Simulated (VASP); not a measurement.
# SnSe2 (P-3m1) in VASP: a series of runs

The runs below take SnSe2 through single point, relaxation of the atoms, with PBE.

Everything below comes from runs of VASP 6.6.1. Logs are shortened: lines on timing, memory, paths and dates and some standing lists are left out, and cuts for length are marked.

## 1. The cell of the first run

The structure is trigonal, space group P-3m1 (No. 164). The conventional cell has a = 3.811 Å, b = 3.811 Å, c = 6.075 Å, α = 90.00°, β = 90.00°, γ = 120.00°. Sn (site symmetry -3m) has 6 Se at 2.72 Å within 3.6 Å. Within 3.9 Å of Se (site symmetry 3m) lie 3 Sn at 2.72 Å and 12 Se at 3.61 to 3.89 Å.

## 2. Single point, PBE (z stretched by -1 %, then relaxed in part)

File INCAR:

```
  ALGO = Normal
  EDIFF = 1E-7
  ENCUT = 520
  GGA = PE
  ISIF = 2
  ISMEAR = -1
  LASPH = T
  LCHARG = F
  LREAL = F
  LWAVE = F
  NBANDS = 20
  NELM = 100
  PREC = Accurate
  SIGMA = 0.02
```

File KPOINTS:

```
k-points
0
Gamma
  13 13 7
```

File POSCAR:

```
SnSe2
1.0
    3.8110000000      0.0000000000      0.0000000000
   -1.9055000000      3.3004228138      0.0000000000
    0.0000000000      0.0000000000      6.0746400000
Sn Se
1 2
Direct
    0.0000000000      0.0000000000      0.0000000000
    0.3333333333      0.6666666667      0.2639316625
    0.6666666667      0.3333333333      0.7360683375
```

Potentials or basis: VASP PAW PBE potentials, release 64 (Sn_d, Se).

On the command line:

```
> cat potpaw_PBE.64/Sn_d/POTCAR potpaw_PBE.64/Se/POTCAR > POTCAR
> mpirun -np 1 vasp_std > vasp.out
```

OUTCAR:

```text
EDIFF = 1E-7
   ENCUT = 520
   GGA = PE
   ISIF = 2
   ISMEAR = -1
   LASPH = T
   LREAL = F
   NELM = 100
   PREC = Accurate

 ion  position               nearest neighbor table
   1  0.000  0.000  0.000-   2 2.72   3 2.72   2 2.72   3 2.72   3 2.72   2 2.72
   2  0.333  0.667  0.264-   1 2.72   1 2.72   1 2.72
   3  0.667  0.333  0.736-   1 2.72   1 2.72   1 2.72

  LATTYP: Found a hexagonal cell.
 ALAT       =     3.8110000000
 C/A-ratio  =     1.5939753346

  Lattice vectors:

 A1 = (   3.8110000000,   0.0000000000,   0.0000000000)
 A2 = (  -1.9055000000,   3.3004228138,   0.0000000000)
 A3 = (   0.0000000000,   0.0000000000,   6.0746400000)

Analysis of symmetry for initial positions (statically):
=====================================================================
 Subroutine PRICEL returns:
 Original cell was already a primitive cell.

 Routine SETGRP: Setting up the symmetry group for a
 hexagonal supercell.

 Subroutine GETGRP returns: Found 12 space group operations
 (whereof 12 operations were pure point group operations)
 out of a pool of 24 trial point group operations.

The static configuration has the point symmetry D_3d.

Analysis of symmetry for dynamics (positions and initial velocities):
=====================================================================
 Subroutine PRICEL returns:
 Original cell was already a primitive cell.

 Routine SETGRP: Setting up the symmetry group for a
 hexagonal supercell.

 Subroutine GETGRP returns: Found 12 space group operations
 (whereof 12 operations were pure point group operations)
 out of a pool of 24 trial point group operations.

The dynamic configuration has the point symmetry D_3d.

 Subroutine INISYM returns: Found 12 space group operations
 (whereof 12 operations are pure point group operations),
 and found     1 'primitive' translations

----------------------------------------------------------------------------------------

                                     Primitive cell

  volume of cell :      76.4063

  direct lattice vectors                    reciprocal lattice vectors
     3.811000000  0.000000000  0.000000000     0.262398321  0.151495741  0.000000000
    -1.905500000  3.300422814  0.000000000     0.000000000  0.302991482  0.000000000
[... 82 lines left out ...]
   LNONCOLLINEAR =      F non collinear calculations
   LSORBIT =      F    spin-orbit coupling
   LASPH  =      T    aspherical Exc in radial PAW
   ENCUT  =  520.0 eV  38.22 Ry    6.18 a.u.   7.09  7.09 11.29*2*pi/ulx,y,z
   NELM   =    100;   NELMIN=  2; NELMDL= -5     # of ELM steps
   EDIFF  = 0.1E-06   stopping-criterion for ELM
   LREAL  =      F    real-space projection
   EDIFFG = 0.1E-05   stopping-criterion for IOM
   NSW    =      0    number of steps for IOM
   IBRION =     -1    ionic relax: 0-MD 1-quasi-New 2-CG
   NFREE  =      0    steps in history (QN), initial steepest desc. (CG)
   ISIF   =      2    stress and relaxation
   ISYM   =      2    0-nonsym 1-usesym 2-fastsym
   POTIM  = 0.5000    time-step for ionic-motion
   TEBEG  =    0.0;   TEEND  =   0.0 temperature during run
   PSTRESS=    0.0 pullay stress
   NELECT =      26.0000    total number of electrons
   NUPDOWN=      -1.0000    fix difference up-down
   EMIN   =  10.00;   EMAX   =-10.00  energy-range for DOS
   EFERMI =   0.00;   METHOD = LEGACY
   ISMEAR =    -1;   SIGMA  =   0.02  broadening in eV -4-tet -1-fermi 0-gaus
   EFERMI_NEDOS =   21; number of points for ismear=-14 and -15
   IALGO  =     38    algorithm
   IMIX   =      4    mixing-type and parameters
     AMIX     =   0.40;   BMIX     =  1.00
     AMIX_MAG =   1.60;   BMIX_MAG =  1.00
  volume/ion in A,a.u.               =      25.47       171.87
  Fermi-wavevector in a.u.,A,eV,Ry     =   1.142939  2.159841 17.773410  1.306309
  Thomas-Fermi vector in A             =   2.279635
   LORBIT       =      0    0 simple, 1 ext, 2 COOP (PROOUT), +10 PAW based schemes
   GGA     = PE    functional components
   LHFCALC =     F    Hartree Fock is set to
   AEXX    =    0.0000 exact exchange contribution
   IVDW    =     0    specifies the selected vdW correction
   LEPSILON=     F    determine dielectric tensor
   LRPA    =     F    only Hartree local field effects (RPA)
 non-spin polarized calculation
  energy-cutoff  :      520.00
  volume of cell :       76.41
 maximum number of plane-waves:      2072
   NGX = 15   NGY = 15   NGZ = 23

 number of electron      26.0000010 magnetization

 Free energy of the ion-electron system (eV)
  ---------------------------------------------------
  ext. energy  EPLUGINS =         0.00000000
  ---------------------------------------------------
  free energy    TOTEN  =       -11.79902402 eV

  energy without entropy =      -11.79902397  energy(sigma->0) =      -11.79902400

 E-fermi :   4.6538     XC(G=0):  -9.5764

 val. band max:        4.4204091891   @ k =   0.0769   0.0769   0.0000
 cond. band min:       4.8888325640   @ k =   0.0000   0.4615   0.2857
 fundamental gap:      0.4684233749
 Fermi energy:         4.6538255611

 k-point     1 :       0.0000    0.0000    0.0000
  band No.  band energies     occupation
      1     -16.9396      2.00000
      2     -16.9396      2.00000
      3     -16.9012      2.00000
      4     -16.8900      2.00000
      5     -16.8900      2.00000
      6      -9.5241      2.00000
[... 541 lines left out ...]
     19      12.6022      0.00000
     20      13.1330      0.00000

 [... further k-points ...]

------------------------ aborting loop because EDIFF is reached ----------------------------------------

  FORCE on cell =-STRESS in cart. coord.  units (eV):
  Direction    XX          YY          ZZ          XY          YZ          ZX
  --------------------------------------------------------------------------------------
  -------------------------------------------------------------------------------------
  Total        1.5491785      1.5491785      1.1481119      0.0000000      0.0000000     -0.0000000
  in kB       32.4850080     32.4850080     24.0749681      0.0000000      0.0000000     -0.0000000
  external PRESSURE =      29.6816613 kB  Pullay stress =       0.0000000 kB

 VOLUME and BASIS-vectors are now :
 -----------------------------------------------------------------------------
  energy-cutoff  :      520.00
  volume of cell :       76.41
      direct lattice vectors                 reciprocal lattice vectors
     3.811000000  0.000000000  0.000000000     0.262398321  0.151495741  0.000000000
    -1.905500000  3.300422814  0.000000000     0.000000000  0.302991482  0.000000000
     0.000000000  0.000000000  6.074640000     0.000000000  0.000000000  0.164618809

 POSITION                                       TOTAL-FORCE (eV/Angst)
 -----------------------------------------------------------------------------------
      0.00000      0.00000      0.00000         0.000000      0.000000      0.000000
     -0.00000      2.20028      1.60329        -0.000000      0.000000      0.008952
      1.90550      1.10014      4.47135         0.000000     -0.000000     -0.008952
 -----------------------------------------------------------------------------------
    total drift:                               -0.000000     -0.000000      0.000000

  FREE ENERGIE OF THE ION-ELECTRON SYSTEM (eV)
  ---------------------------------------------------
  free  energy   TOTEN  =       -11.7990240225 eV

  energy  without entropy=      -11.7990239705  energy(sigma->0) =      -11.79902400
```

OSZICAR:

```text
N       E                     dE             d eps       ncg     rms          rms(c)
DAV:   1     0.205624652492E+03    0.20562E+03   -0.12180E+04  5128   0.147E+03
DAV:   2     0.116523891179E+02   -0.19397E+03   -0.18677E+03  5344   0.387E+02
DAV:   3    -0.112377791175E+02   -0.22890E+02   -0.22332E+02  6112   0.114E+02
DAV:   4    -0.120289837867E+02   -0.79120E+00   -0.78989E+00  5992   0.221E+01
DAV:   5    -0.120474356659E+02   -0.18452E-01   -0.18450E-01  6848   0.358E+00    0.496E+00
DAV:   6    -0.118137850965E+02    0.23365E+00   -0.50586E-01  7596   0.721E+00    0.319E+00
DAV:   7    -0.117983421443E+02    0.15443E-01   -0.14251E-01  5868   0.232E+00    0.103E+00
DAV:   8    -0.117985243027E+02   -0.18216E-03   -0.11147E-02  6240   0.949E-01    0.274E-01
DAV:   9    -0.117989904036E+02   -0.46610E-03   -0.15068E-03  5760   0.283E-01    0.826E-02
DAV:  10    -0.117989958939E+02   -0.54903E-05   -0.11964E-04  6456   0.742E-02    0.327E-02
DAV:  11    -0.117990234780E+02   -0.27584E-04   -0.43478E-05  5576   0.366E-02    0.858E-03
DAV:  12    -0.117990235062E+02   -0.28111E-07   -0.21350E-06  6812   0.103E-02    0.620E-03
DAV:  13    -0.117990239325E+02   -0.42632E-06   -0.18955E-06  5592   0.777E-03    0.265E-03
DAV:  14    -0.117990240225E+02   -0.90069E-07   -0.34529E-08  4424   0.123E-03
   1 F= -.11799024E+02 E0= -.11799024E+02  d E =-.520678E-07
```

It took 3.8 min on 1 thread of Intel Xeon Platinum 8259CL at 2.50GHz (Skylake/Cascade Lake), shared host; peak memory 0.32 GiB.

Results:

* Free energy: -11.7990 eV
* Pressure: 3.0 GPa
* Largest force: 0.009 eV/Å
* Band gap on the k mesh: 0.47 eV (least direct gap 1.02 eV)

Forces in eV/Å, atoms in the order of the input:
```
Sn   0.000  0.000  0.000
Se   0.000  0.000  0.009
Se   0.000  0.000 -0.009
```

Stress tensor (GPa, compression positive):
```
3.25 0.00 0.00
0.00 3.25 0.00
0.00 0.00 2.41
```

Caveat: the cell differs from its parent crystal (z stretched by -1 %, then relaxed in part); semilocal functionals underestimate gaps, and a narrow one can read as zero; spin-orbit coupling is left out, which moves the levels of the heavy elements; this functional lacks dispersion, which binds layers or chains, so the pressure and a relaxed spacing across them are unreliable.

## 3. Relaxation of the atoms, PBE (24.18 Å³/atom)

This run uses another cell than the first one, of 24.18 Å³/atom.

File INCAR:

```
ALGO = Normal
EDIFF = 1E-6
EDIFFG = -0.02
ENCUT = 520
GGA = PE
IBRION = 2
ISIF = 2
ISMEAR = -1
KPAR = 4
LASPH = True
LCHARG = False
LREAL = False
LWAVE = False
NELM = 60
NSW = 80
PREC = Accurate
SIGMA = 0.02
```

KPOINTS is that of step 2.

File POSCAR:

```
SnSe2
1.0
    3.7332026603      0.0000000000      0.0000000000
   -1.8666013302      3.2330483413      0.0000000000
    0.0000000000      0.0000000000      6.0107403631
Sn Se
1 2
Direct
    0.0000000000      0.0000000000      0.0000000000
    0.3333333333      0.6666666667      0.2617028904
    0.6666666667      0.3333333333      0.7382971096
```

Potentials or basis: VASP PAW PBE potentials, release 64 (Sn_d, Se).

On the command line:

```
> cat potpaw_PBE.64/Sn_d/POTCAR potpaw_PBE.64/Se/POTCAR > POTCAR
> mpirun -np 4 vasp_std > vasp.out
```

OUTCAR:

```text
EDIFF = 1E-6
   EDIFFG = -0.02
   ENCUT = 520
   GGA = PE
   IBRION = 2
   ISIF = 2
   ISMEAR = -1
   LASPH = True
   LREAL = False
   NELM = 60
   NSW = 80
   PREC = Accurate

 ion  position               nearest neighbor table
   1  0.000  0.000  0.000-   2 2.67   3 2.67   3 2.67   2 2.67   3 2.67   2 2.67
   2  0.333  0.667  0.262-   1 2.67   1 2.67   1 2.67
   3  0.667  0.333  0.738-   1 2.67   1 2.67   1 2.67

  LATTYP: Found a hexagonal cell.
 ALAT       =     3.7332026603
 C/A-ratio  =     1.6100760955

  Lattice vectors:

 A1 = (   3.7332026603,   0.0000000000,   0.0000000000)
 A2 = (  -1.8666013302,   3.2330483413,   0.0000000000)
 A3 = (   0.0000000000,   0.0000000000,   6.0107403631)

Analysis of symmetry for initial positions (statically):
=====================================================================
 Subroutine PRICEL returns:
[... 256 lines left out ...]

 E-fermi :   5.2366     XC(G=0):  -9.8437

 val. band max:        5.0231011473   @ k =   0.0769   0.0769   0.0000
 cond. band min:       5.4524419995   @ k =   0.0000   0.4615   0.2857
 fundamental gap:      0.4293408521
 Fermi energy:         5.2365576531

 k-point     1 :       0.0000    0.0000    0.0000
  band No.  band energies     occupation
      1     -16.4039      2.00000
      2     -16.4039      2.00000
      3     -16.3556      2.00000
      4     -16.3424      2.00000
      5     -16.3424      2.00000
      6      -9.2348      2.00000
[... 457 lines left out ...]
      4     -16.3447      2.00000
      5     -16.3425      2.00000
      6      -9.1262      2.00000
[... 9 lines left out ...]
     16       9.4435      0.00000
     17       9.9385      0.00000

 [... further k-points ...]

------------------------ aborting loop because EDIFF is reached ----------------------------------------

  FORCE on cell =-STRESS in cart. coord.  units (eV):
  Direction    XX          YY          ZZ          XY          YZ          ZX
  --------------------------------------------------------------------------------------
  -------------------------------------------------------------------------------------
  Total        3.0811139      3.0811139      1.7342736     -0.0000000     -0.0000000     -0.0000000
  in kB       68.0450594     68.0450594     38.3006769     -0.0000000     -0.0000000     -0.0000000
  external PRESSURE =      58.1302652 kB  Pullay stress =       0.0000000 kB
[... 18 lines left out ...]
  FREE ENERGIE OF THE ION-ELECTRON SYSTEM (eV)
  ---------------------------------------------------
  free  energy   TOTEN  =       -11.6887147560 eV

  energy  without entropy=      -11.6887145436  energy(sigma->0) =      -11.68871465

 reached required accuracy - stopping structural energy minimisation
```

OSZICAR:

```text
N       E                     dE             d eps       ncg     rms          rms(c)
DAV:   1     0.195758167473E+03    0.19576E+03   -0.12614E+04  4309   0.178E+03
DAV:   2     0.884907283939E+01   -0.18691E+03   -0.18320E+03  4665   0.396E+02
DAV:   3    -0.113112045228E+02   -0.20160E+02   -0.19526E+02  5391   0.119E+02
[... 20 lines left out ...]
DAV:   2    -0.116888512850E+02   -0.41388E-02   -0.48445E-02  5717   0.114E+00    0.940E-02
DAV:   3    -0.116887458341E+02    0.10545E-03   -0.51288E-04  4841   0.162E-01    0.638E-02
DAV:   4    -0.116887209782E+02    0.24856E-04   -0.11967E-04  5654   0.642E-02    0.284E-02
DAV:   5    -0.116887150681E+02    0.59101E-05   -0.18954E-05  5179   0.286E-02    0.820E-03
DAV:   6    -0.116887147560E+02    0.31217E-06   -0.11440E-06  3656   0.990E-03
   3 F= -.11688715E+02 E0= -.11688715E+02  d E =-.279058E-01
```

Run time: 75 s. Hardware: 4 MPI ranks of Oxide Virtual Turin-like, shared host; peak memory 0.28 GiB.

Results:

- Free energy: -11.6887 eV
- Energy gained by relaxing: 9.3 meV/atom
- Ionic steps: 3
- Pressure after relaxing: 5.8 GPa
- Largest force after relaxing: 0.004 eV/Å
- Band gap on the k mesh: 0.43 eV (least direct gap 1.15 eV)

Forces in eV/Å, atoms in the order of the input:
```
Sn   0.000  0.000  0.000
Se   0.000  0.000 -0.004
Se   0.000  0.000  0.004
```

The path:
| step | energy change (eV) | largest force (eV/Å) | pressure (GPa) |
| --- | --- | --- | --- |
| 1 | 0.0000 | 0.5609 | 7.86 |
| 2 | -0.0220 | 0.2545 | 6.74 |
| 3 | -0.0279 | 0.0041 | 5.81 |

Final structure:
```cif
data_structure
_symmetry_space_group_name_H-M 'P 1'
_symmetry_Int_Tables_number 1
_cell_length_a 3.7332
_cell_length_b 3.7332
_cell_length_c 6.0107
_cell_angle_alpha 90.000
_cell_angle_beta 90.000
_cell_angle_gamma 120.000
_cell_volume 72.55
loop_
_atom_site_label
_atom_site_type_symbol
_atom_site_fract_x
_atom_site_fract_y
_atom_site_fract_z
_atom_site_occupancy
Sn1 Sn 0.00000 0.00000 0.00000 1
Se1 Se 0.33333 0.66667 0.27020 1
Se2 Se 0.66667 0.33333 0.72980 1
```

Levels at points of the mesh, in eV from the valence-band top:
```
           k point  band 11  band 12  band 13  band 14  band 15  band 16
(0.00, 0.00, 0.00)    -0.39    -0.39    -0.27     1.04     3.24     4.76
```

Caveat: semilocal functionals underestimate gaps, and a narrow one can read as zero; spin-orbit coupling is left out, which moves the levels of the heavy elements. A k mesh can miss the band edges.
